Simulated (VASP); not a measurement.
Input of a VASP 6.6.1 run:

The input INCAR:

```
SYSTEM = Si
PREC = Accurate
ENCUT = 520
EDIFF = 1E-6
ISMEAR = 0
SIGMA = 0.15
LREAL = .False.
LASPH = .True.
NELM = 60
ALGO = Normal
ISIF = 2
LWAVE = .False.
LCHARG = .False.
NBANDS = 11
```

Contents of KPOINTS:

```
Automatic mesh
0
Gamma
  14 14 14
  0 0 0
```

Contents of POSCAR:

```
Si
1.0
   -2.3645724104      2.3808896660      1.3172589452
    2.3664915469     -2.3813878305      1.3127743156
    2.3648589797      2.3811701322     -1.3159478760
Si
2
Direct
    0.2449401409      0.7449490880      0.4999977430
    0.5050598591      0.5050509120      0.0000022570
```

Potentials or basis: VASP PAW LDA potentials, release 64 (Si).

The run is started by

```bash
$ cat potpaw_LDA.64/Si/POTCAR > POTCAR
$ mpirun -np 1 vasp_std > vasp.out
```

(1) What does it give for the band gap on the k mesh?

(2) What does it give for the pressure?

Results:

(1) zero (band 4 reaches 11.92 eV, above the bottom of band 5 at 5.49 eV).

(2) 0.1 GPa.

Caveat: the cell differs from its parent crystal (all atoms moved at random, sigma 0.15 Å a component, cell strained at random, sigma 0.1, then relaxed in part).
